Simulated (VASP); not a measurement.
# Sn3GeO4 (I4mm) in VASP: single point with PBE

Aim: the single point of Sn3GeO4 with PBE.

Program: VASP 6.6.1. These are calculated values, not measurements. Logs are shortened: lines on timing, memory, paths and dates and some standing lists are left out, and cuts for length are marked.

### Step 1. The cell of the first run

It takes space group I4mm (No. 107, tetragonal). Conventional cell: a = 5.382 Å, b = 5.382 Å, c = 9.959 Å, α = 90.00°, β = 90.00°, γ = 90.00°. Sn (site symmetry 4mm) has 4 O at 2.27 Å within 3.0 Å. Within 3.0 Å of Sn (site symmetry 2mm) lie 4 O at 2.24 Å. Within 2.8 Å of Ge (site symmetry 4mm) lie 4 O at 2.10 Å. O (site symmetry m) has 1 Ge at 2.10 Å and 3 Sn at 2.24 to 2.27 Å and 4 O at 2.64 to 2.74 Å within 2.8 Å.

### Step 2. Single point, PBE

Contents of INCAR:

```
ALGO = Normal ; EDIFF = 1E-6
ENCUT = 520 ; GGA = PE
ISIF = 2 ; ISMEAR = 0
LASPH = T ; LCHARG = F
LREAL = F ; LWAVE = F
NBANDS = 50 ; NELM = 60
PREC = Accurate ; SIGMA = 0.02
```

Contents of KPOINTS:

```
k-points
0
Gamma
  8 8 8
```

Contents of POSCAR:

```
Sn3GeO4
1.0
   -2.6911963708      2.6911963708      4.9794544444
    2.6911963708     -2.6911963708      4.9794544444
    2.6911963708      2.6911963708     -4.9794544444
Sn Ge O
3 1 4
Direct
    0.6285410097      0.6285410097      0.0000000000
    0.3662292912      0.8662292912      0.5000000000
    0.8662292912      0.3662292912      0.5000000000
    0.1496461931      0.1496461931      0.0000000000
    0.0021183220      0.0021183220      0.5095595365
    0.4925587855      0.4925587855      0.4904404635
    0.0021183220      0.4925587855      0.0000000000
    0.4925587855      0.0021183220      0.0000000000
```

Potentials or basis: VASP PAW PBE potentials, release 64 (Sn_d, Ge_d, O).

On the command line:

```bash
$ cat potpaw_PBE.64/Sn_d/POTCAR potpaw_PBE.64/Ge_d/POTCAR potpaw_PBE.64/O/POTCAR > POTCAR
$ mpirun -np 1 vasp_std > vasp.out
```

OUTCAR:

```text
EDIFF = 1E-6
   ENCUT = 520
   GGA = PE
   ISIF = 2
   ISMEAR = 0
   LASPH = T
   LREAL = F
   NELM = 60
   PREC = Accurate

 ion  position               nearest neighbor table
   1  0.629  0.629  0.000-   5 2.27   7 2.27   8 2.27   6 2.27   2 3.58   2 3.58   3 3.58   3 3.58
                             3 3.75   2 3.75   2 3.75   3 3.75
   2  0.366  0.866  0.500-   5 2.24   6 2.24   8 2.24   7 2.24   1 3.58   1 3.58   1 3.75   1 3.75

   3  0.866  0.366  0.500-   5 2.24   6 2.24   7 2.24   8 2.24   1 3.58   1 3.58   1 3.75   1 3.75

   4  0.150  0.150  0.000-   5 2.10   6 2.10   7 2.10   8 2.10
   5  0.002  0.002  0.510-   4 2.10   3 2.24   2 2.24   1 2.27
   6  0.493  0.493  0.490-   4 2.10   3 2.24   2 2.24   1 2.27
   7  0.002  0.493  0.000-   4 2.10   2 2.24   3 2.24   1 2.27
   8  0.493  0.002  0.000-   4 2.10   3 2.24   2 2.24   1 2.27

  LATTYP: Found a body centered tetragonal cell.
 ALAT       =     5.3823927416
 C/A-ratio  =     1.8502754011

  Lattice vectors:

 A1 = (  -2.6911963708,   2.6911963708,   4.9794544444)
 A2 = (   2.6911963708,  -2.6911963708,   4.9794544444)
 A3 = (   2.6911963708,   2.6911963708,  -4.9794544444)

Analysis of symmetry for initial positions (statically):
=====================================================================
 Subroutine PRICEL returns:
 Original cell was already a primitive cell.

 Routine SETGRP: Setting up the symmetry group for a
 body centered tetragonal supercell.

 Subroutine GETGRP returns: Found  8 space group operations
 (whereof  8 operations were pure point group operations)
 out of a pool of 16 trial point group operations.

The static configuration has the point symmetry C_4v.

Analysis of symmetry for dynamics (positions and initial velocities):
=====================================================================
 Subroutine PRICEL returns:
 Original cell was already a primitive cell.

 Routine SETGRP: Setting up the symmetry group for a
 body centered tetragonal supercell.

 Subroutine GETGRP returns: Found  8 space group operations
 (whereof  8 operations were pure point group operations)
 out of a pool of 16 trial point group operations.

The dynamic configuration has the point symmetry C_4v.

 Subroutine INISYM returns: Found  8 space group operations
 (whereof  8 operations are pure point group operations),
 and found     1 'primitive' translations

----------------------------------------------------------------------------------------

                                     Primitive cell

  volume of cell :     144.2556

  direct lattice vectors                    reciprocal lattice vectors
    -2.691196371  2.691196371  4.979454444     0.000000000  0.185790976  0.100412607
     2.691196371 -2.691196371  4.979454444     0.185790976  0.000000000  0.100412607
     2.691196371  2.691196371 -4.979454444     0.185790976  0.185790976  0.000000000

  length of vectors
     6.267379227  6.267379227  6.267379227     0.211189437  0.211189437  0.262748118

  position of ions in fractional coordinates (direct lattice)
     0.628541010  0.628541010  0.000000000
     0.366229291  0.866229291  0.500000000
     0.866229291  0.366229291  0.500000000
     0.149646193  0.149646193  0.000000000
     0.002118322  0.002118322  0.509559536
     0.492558786  0.492558786  0.490440464
     0.002118322  0.492558786  0.000000000
     0.492558786  0.002118322  0.000000000

  ion indices of the primitive-cell ions
   primitive index   ion index
                 1           1
                 2           2
                 3           3
                 4           4
                 5           5
                 6           6
                 7           7
                 8           8

----------------------------------------------------------------------------------------

 KPOINTS: k-points

Automatic generation of k-mesh.
 Grid dimensions read from file:
 generate k-points for:    8    8    8

 Generating k-lattice:

  Cartesian coordinates                     Fractional coordinates (reciprocal lattice)
     0.000000000  0.023223872  0.012551576     0.125000000 -0.000000000  0.000000000
     0.023223872  0.000000000  0.012551576    -0.000000000  0.125000000  0.000000000
     0.023223872  0.023223872  0.000000000     0.000000000  0.000000000  0.125000000

  Length of vectors
     0.026398680  0.026398680  0.032843515

  Shift w.r.t. Gamma in fractional coordinates (k-lattice)
     0.000000000  0.000000000  0.000000000

 Subroutine IBZKPT returns following result:
 ===========================================

 Found     59 irreducible k-points:

 Following reciprocal coordinates:
            Coordinates               Weight
  0.000000  0.000000  0.000000      1.000000
  0.125000 -0.000000  0.000000      8.000000
  0.250000 -0.000000  0.000000      8.000000
  0.375000  0.000000 -0.000000      8.000000
  0.500000 -0.000000  0.000000      4.000000
  0.125000  0.125000  0.000000      8.000000
[... 16 lines left out ...]
  0.250000  0.125000  0.125000     16.000000
  0.375000  0.125000  0.125000      8.000000
 [... further k-points ...]
   k-points           NKPTS =     59   k-points in BZ     NKDIM =     59   number of bands    NBANDS=     50
   number of dos      NEDOS =    301   number of ions     NIONS =      8
   total plane-waves  NPLWV = 110592
   dimension x,y,z NGX =    48 NGY =   48 NGZ =   48
   dimension x,y,z NGXF=    96 NGYF=   96 NGZF=   96
   ions per type =               3   1   4
   NGX,Y,Z   is equivalent  to a cutoff of  12.73, 12.73, 12.73 a.u.
   NGXF,Y,Z  is equivalent  to a cutoff of  25.46, 25.46, 25.46 a.u.
 SYSTEM =  unknown system
   PREC   = accura    normal or accurate (medium, high low for compatibility)
   ISTART =      0    job   : 0-new  1-cont  2-samecut
   ICHARG =      2    charge: 1-file 2-atom 10-const
   ISPIN  =      1    spin polarized calculation?
   LNONCOLLINEAR =      F non collinear calculations
   LSORBIT =      F    spin-orbit coupling
   LASPH  =      T    aspherical Exc in radial PAW
   ENCUT  =  520.0 eV  38.22 Ry    6.18 a.u.  11.65 11.65 11.65*2*pi/ulx,y,z
   NELM   =     60;   NELMIN=  2; NELMDL= -5     # of ELM steps
   EDIFF  = 0.1E-05   stopping-criterion for ELM
   LREAL  =      F    real-space projection
   EDIFFG = 0.1E-04   stopping-criterion for IOM
   NSW    =      0    number of steps for IOM
   IBRION =     -1    ionic relax: 0-MD 1-quasi-New 2-CG
   NFREE  =      0    steps in history (QN), initial steepest desc. (CG)
   ISIF   =      2    stress and relaxation
   ISYM   =      2    0-nonsym 1-usesym 2-fastsym
   POTIM  = 0.5000    time-step for ionic-motion
   TEBEG  =    0.0;   TEEND  =   0.0 temperature during run
   PSTRESS=    0.0 pullay stress
   NELECT =      80.0000    total number of electrons
   NUPDOWN=      -1.0000    fix difference up-down
   EMIN   =  10.00;   EMAX   =-10.00  energy-range for DOS
   EFERMI =   0.00;   METHOD = LEGACY
   ISMEAR =     0;   SIGMA  =   0.02  broadening in eV -4-tet -1-fermi 0-gaus
   EFERMI_NEDOS =   21; number of points for ismear=-14 and -15
   IALGO  =     38    algorithm
   IMIX   =      4    mixing-type and parameters
     AMIX     =   0.40;   BMIX     =  1.00
     AMIX_MAG =   1.60;   BMIX_MAG =  1.00
  volume/ion in A,a.u.               =      18.03       121.69
  Fermi-wavevector in a.u.,A,eV,Ry     =   1.345016  2.541711 24.613850  1.809067
  Thomas-Fermi vector in A             =   2.472963
   LORBIT       =      0    0 simple, 1 ext, 2 COOP (PROOUT), +10 PAW based schemes
   GGA     = PE    functional components
   LHFCALC =     F    Hartree Fock is set to
   AEXX    =    0.0000 exact exchange contribution
   IVDW    =     0    specifies the selected vdW correction
   LEPSILON=     F    determine dielectric tensor
   LRPA    =     F    only Hartree local field effects (RPA)
 non-spin polarized calculation
 Gauss-broadening in eV      SIGMA  =   0.02
  energy-cutoff  :      520.00
  volume of cell :      144.26
 maximum number of plane-waves:      3908
   NGX = 23   NGY = 23   NGZ = 23

 number of electron      80.0000003 magnetization

 Free energy of the ion-electron system (eV)
  ---------------------------------------------------
  ext. energy  EPLUGINS =         0.00000000
  ---------------------------------------------------
  free energy    TOTEN  =       -45.65440442 eV

  energy without entropy =      -45.65440442  energy(sigma->0) =      -45.65440442

 E-fermi :   5.8248     XC(G=0):  -9.9069

 val. band max:        5.6768688587   @ k =  -0.1250   0.1250   0.0000
 cond. band min:       6.4199855547   @ k =   0.5000   0.5000   0.5000
 fundamental gap:      0.7431166961
 Fermi energy:         5.8248087342

 k-point     1 :       0.0000    0.0000    0.0000
  band No.  band energies     occupation
      1     -18.9037      2.00000
      2     -18.8627      2.00000
      3     -18.8582      2.00000
      4     -18.8582      2.00000
      5     -18.8208      2.00000
      6     -15.8627      2.00000
[... 42 lines left out ...]
     49      11.2343      0.00000
     50      11.3614      0.00000

 k-point     2 :       0.1250   -0.0000    0.0000
  band No.  band energies     occupation
      1     -18.9037      2.00000
      2     -18.8627      2.00000
      3     -18.8583      2.00000
      4     -18.8582      2.00000
      5     -18.8208      2.00000
      6     -15.8603      2.00000
[... 42 lines left out ...]
     49      11.3317      0.00000
     50      11.4702      0.00000

 k-point     3 :       0.2500   -0.0000    0.0000
  band No.  band energies     occupation
      1     -18.9038      2.00000
      2     -18.8627      2.00000
      3     -18.8584      2.00000
      4     -18.8581      2.00000
      5     -18.8207      2.00000
      6     -15.8540      2.00000
[... 42 lines left out ...]
     49      11.2491      0.00000
     50      11.5860      0.00000

 k-point     4 :       0.3750    0.0000   -0.0000
  band No.  band energies     occupation
      1     -18.9039      2.00000
      2     -18.8626      2.00000
      3     -18.8585      2.00000
      4     -18.8581      2.00000
      5     -18.8206      2.00000
      6     -15.8464      2.00000
[... 999 lines left out ...]
 k-point    23 :       0.2500    0.1250    0.1250
  band No.  band energies     occupation
      1     -18.9043      2.00000
      2     -18.8626      2.00000
      3     -18.8584      2.00000
      4     -18.8582      2.00000
      5     -18.8206      2.00000
      6     -15.8542      2.00000
[... 42 lines left out ...]
     49      11.6973      0.00000
     50      12.0745      0.00000

 k-point    24 :       0.3750    0.1250    0.1250
  band No.  band energies     occupation
      1     -18.9044      2.00000
      2     -18.8626      2.00000
      3     -18.8584      2.00000
      4     -18.8582      2.00000
      5     -18.8206      2.00000
      6     -15.8545      2.00000
[... 42 lines left out ...]
     49      11.7484      0.00000
     50      11.9885      0.00000

 [... further k-points ...]

------------------------ aborting loop because EDIFF is reached ----------------------------------------

  FORCE on cell =-STRESS in cart. coord.  units (eV):
  Direction    XX          YY          ZZ          XY          YZ          ZX
  --------------------------------------------------------------------------------------
  -------------------------------------------------------------------------------------
  Total        0.1714012      0.1714012      0.2144311      0.0000000      0.0000000      0.0000000
  in kB        1.9036713      1.9036713      2.3815831      0.0000000      0.0000000      0.0000000
  external PRESSURE =       2.0629752 kB  Pullay stress =       0.0000000 kB

 VOLUME and BASIS-vectors are now :
 -----------------------------------------------------------------------------
  energy-cutoff  :      520.00
  volume of cell :      144.26
      direct lattice vectors                 reciprocal lattice vectors
    -2.691196371  2.691196371  4.979454444     0.000000000  0.185790976  0.100412607
     2.691196371 -2.691196371  4.979454444     0.185790976  0.000000000  0.100412607
     2.691196371  2.691196371 -4.979454444     0.185790976  0.185790976  0.000000000

 POSITION                                       TOTAL-FORCE (eV/Angst)
 -----------------------------------------------------------------------------------
      0.00000      0.00000      6.25958         0.000000      0.000000     -0.074932
      2.69120      0.00000      3.64724         0.000000      0.000000      0.077114
      0.00000      2.69120      3.64724         0.000000      0.000000      0.077114
      0.00000      0.00000      1.49031        -0.000000     -0.000000     -0.070437
      1.37132      1.37132     -2.51623        -0.004273     -0.004273     -0.002214
      1.31987      1.31987      2.46322         0.004273      0.004273     -0.002214
      1.31987     -1.31987      2.46322         0.004273     -0.004273     -0.002214
     -1.31987      1.31987      2.46322        -0.004273      0.004273     -0.002214
 -----------------------------------------------------------------------------------
    total drift:                                0.000006      0.000006      0.000385

  FREE ENERGIE OF THE ION-ELECTRON SYSTEM (eV)
  ---------------------------------------------------
  free  energy   TOTEN  =       -45.6544044167 eV

  energy  without entropy=      -45.6544044167  energy(sigma->0) =      -45.65440442
```

Wall time 7.3 min (1 thread of Intel Xeon Platinum 8488C (Sapphire Rapids), shared host); peak memory 0.55 GiB.

Results:

| Item | Value |
| --- | --- |
| Free energy | -45.6544 eV |
| Pressure | 0.2 GPa |
| Largest force | 0.077 eV/Å |
| Band gap on the k mesh | 0.74 eV (least direct gap 2.08 eV) |

Forces on the atoms (eV/Å):
```
Sn   0.000  0.000 -0.075
Sn   0.000  0.000  0.077
Sn   0.000  0.000  0.077
Ge   0.000  0.000 -0.070
O   -0.004 -0.004 -0.002
O    0.004  0.004 -0.002
O    0.004 -0.004 -0.002
O   -0.004  0.004 -0.002
```

Caveat: semilocal functionals underestimate gaps, and a narrow one can read as zero; spin-orbit coupling is left out, which moves the levels of the heavy elements.
